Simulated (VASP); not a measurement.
A run of VASP 6.6.1 is set up as follows.

Contents of POSCAR:

```
Os
1.0
    2.7371233849      0.0005751281      0.0000000000
   -1.3680636169      2.3707059486      0.0000000000
    0.0000000000      0.0000000000      4.3195237590
Os
2
Direct
    0.3333300886      0.6666699114      0.2500000000
    0.6666699114      0.3333300886      0.7500000000
```

INCAR.step1

```
SYSTEM = Os
ALGO = Normal
EDIFF = 1E-5
ENCUT = 660
GGA = PE
GGA_COMPAT = .False.
ISMEAR = -1
ISYM = 0
LASPH = .True.
LCHARG = .False.
LREAL = .False.
LWAVE = .True.
NBANDS = 15
NELM = 120
PREC = Accurate
SIGMA = 0.1
```

The input INCAR.step2:

```
SYSTEM = Os
ALGO = Normal
EDIFF = 1E-6
ENCUT = 660
GGA_COMPAT = .False.
ISIF = 2
ISMEAR = -1
ISTART = 1
ISYM = 0
LASPH = .True.
LCHARG = .False.
LMIXTAU = .True.
LREAL = .False.
LWAVE = .False.
METAGGA = R2SCAN
NBANDS = 15
NELM = 120
PREC = Accurate
SIGMA = 0.1
```

Contents of KPOINTS:

```
Automatic mesh
0
Gamma
  14 14 8
  0.5 0.5 0.5
```

Potentials or basis: VASP PAW PBE potentials, release 64 (Os).

Command:

```sh
$ cat potpaw_PBE.64/Os/POTCAR > POTCAR
$ cp INCAR.step1 INCAR
$ mpirun -np 1 vasp_std > vasp.out
$ cp INCAR.step2 INCAR
$ mpirun -np 1 vasp_std > vasp.out
```

Problem. What does it give for the band gap on the k mesh?

Solution. Zero (bands 8 and 9 overlap by 3.94 eV).

Problem. Predict the pressure.

Solution. 1.1 GPa.

Caveat: the PAW data sets were made with another functional, which shifts forces and pressure a little; spin-orbit coupling is left out, which moves the levels of the heavy elements.
